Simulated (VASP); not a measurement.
## AlCo: single point with PBE

Crystal: AlCo.

```
Al Co
1.0
    -2.85190    0.00000    0.00000
     0.00000    2.85190    2.85190
     0.00000    2.85190   -2.85190
Al Co
2 2
Cartesian
  0.0000 0.0000 -0.2525
  0.0000 2.8519 0.2525
  -1.4260 1.1260 1.4260
  -1.4260 1.7260 -1.4260
```

This cell differs from its parent crystal: atoms displaced along a vibrational mode.

| Quantity | Value |
| --- | --- |
| Program | VASP 6.6.1 |
| Task | single point |
| Functional | PBE |
| Potentials or basis | VASP PAW PBE potentials, release 64 (Al, Co) |
| Cutoff | 520 eV |
| k mesh | 22 × 16 × 16 |
| Occupations | gaussian, width 0.15 eV |
| Spin | no spin polarisation |

```
Pressure               : 8.0 GPa
Largest force          : 2.493 eV/Å
Band gap on the k mesh : zero (bands 12 and 13 overlap by 0.96 eV)
```

Forces on the atoms (eV/Å):
```
Al   0.000  0.000  1.871
Al   0.000  0.000 -1.871
Co   0.000  2.493  0.000
Co   0.000 -2.493  0.000
```

Stress tensor (GPa, compression positive):
```
-5.46  0.00  0.00
 0.00  9.66  0.00
 0.00  0.00 19.70
```

Levels at points of the mesh, in eV from the Fermi level:
```tsv
k point	band 9	band 10	band 11	band 12	band 13	band 14	band 15	band 16
(0.00, 0.00, 0.00)	-1.16	-0.81	-0.53	-0.49	0.14	1.59	2.94	5.92
(0.50, 0.00, 0.00)	-0.80	-0.25	0.01	0.10	2.59	3.04	3.36	3.80
(0.00, 0.50, 0.00)	-1.23	-0.88	-0.84	-0.65	0.29	1.62	3.56	4.71
(0.50, 0.50, 0.00)	-1.27	-1.02	-0.53	0.35	0.39	0.59	4.33	4.90
(0.00, 0.50, 0.50)	-1.55	-1.03	-0.53	-0.46	-0.15	0.02	8.36	8.77
(0.50, 0.50, 0.50)	-1.75	-1.26	-0.85	-0.16	0.00	0.03	2.11	2.15
```

Run time: 22 min on 1 thread of Oxide Virtual Turin-like Processor, on a shared host, peak memory 0.72 GiB.

Caveat: the cell differs from its parent crystal (atoms displaced along a vibrational mode); the stress differs along the axes, from -5 to 20 GPa; the run has no spin polarisation, though such a crystal can be magnetic; forces of over 1 eV/Å act on the atoms, so gaps and moduli don't describe the material at rest. Spin polarisation is off, so any magnetic state and its effect on volume and gap are missing.
